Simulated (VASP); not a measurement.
Write the native input for VASP 6.6.1 that does the following.

- Task: single point
- Functional: PBE
- Potentials or basis: VASP PAW PBE potentials, release 64 (Si, Ti_sv)
- Cutoff: 520 eV
- k mesh: 2 × 2 × 2
- Occupations: gaussian, width 0.02 eV
- Spin: no spin polarisation
- Dipole correction: no
- Further INCAR settings: LREAL = Auto; ALGO = Normal; EDIFF = 1e-07; NBANDS = 52

The structure of TiSi16 (a cell with a defect) lies in POSCAR:

```
TiSi16
1.0
    0.0000000000      5.4300000000      5.4300000000
    5.4300000000      0.0000000000      5.4300000000
    5.4300000000      5.4300000000      0.0000000000
Si Ti
16 1
Direct
    0.0102881215     -0.0322522099      0.0107790976
    0.1210083794      0.1094166667      0.1213929098
   -0.0168892265      0.0026649171      0.5078059853
    0.1179042357      0.1143500921      0.6481721915
   -0.0007708103      0.4888781768     -0.0010824125
    0.1320747698      0.6045587477      0.1317640884
   -0.0029846225      0.4922188766      0.5121975138
    0.1202045120      0.6290190608      0.6256833333
    0.5073825967      0.0027124309     -0.0165884899
    0.6477266114      0.1142441068      0.1183437385
    0.5059706262      0.0056805709      0.5064122468
    0.6149418048      0.1567114180      0.6152804788
    0.5123995396      0.4921291897     -0.0032074586
    0.6259282689      0.6290544199      0.1198639963
    0.4909690608      0.5278626151      0.4906373849
    0.6242558011      0.6319692449      0.6240532228
    0.2614396869      1.2149369245      0.2618271639
```

These files were run (other wordings do the same):

INCAR

```
SYSTEM = TiSi16
PREC = Accurate
ENCUT = 520
EDIFF = 1E-7
ISMEAR = 0
SIGMA = 0.02
LREAL = Auto
LASPH = .True.
NELM = 60
ALGO = Normal
ISIF = 2
LWAVE = .False.
LCHARG = .False.
GGA = PE
NBANDS = 52
```

KPOINTS

```
Automatic mesh
0
Gamma
  2 2 2
  0 0 0
```

Potentials or basis: VASP PAW PBE potentials, release 64 (Si, Ti_sv).

Launch:

```console
$ cat potpaw_PBE.64/Si/POTCAR potpaw_PBE.64/Ti_sv/POTCAR > POTCAR
$ mpirun -np 1 vasp_std > vasp.out
```

Results of the run:

```yaml
Pressure: 3.8 GPa
Largest_force: 0.962 eV/Å
Band_gap_on_the_k_mesh: zero (band 38 reaches 6.90 eV, above the bottom of band 39 at 6.58 eV)
```

Caveat: the k points lie up to 0.50 Å⁻¹ apart.

It took 4.3 min on 1 thread of Intel(R) Xeon(R) Platinum 8488C (Sapphire Rapids), on a shared host, peak memory 0.5 GiB.
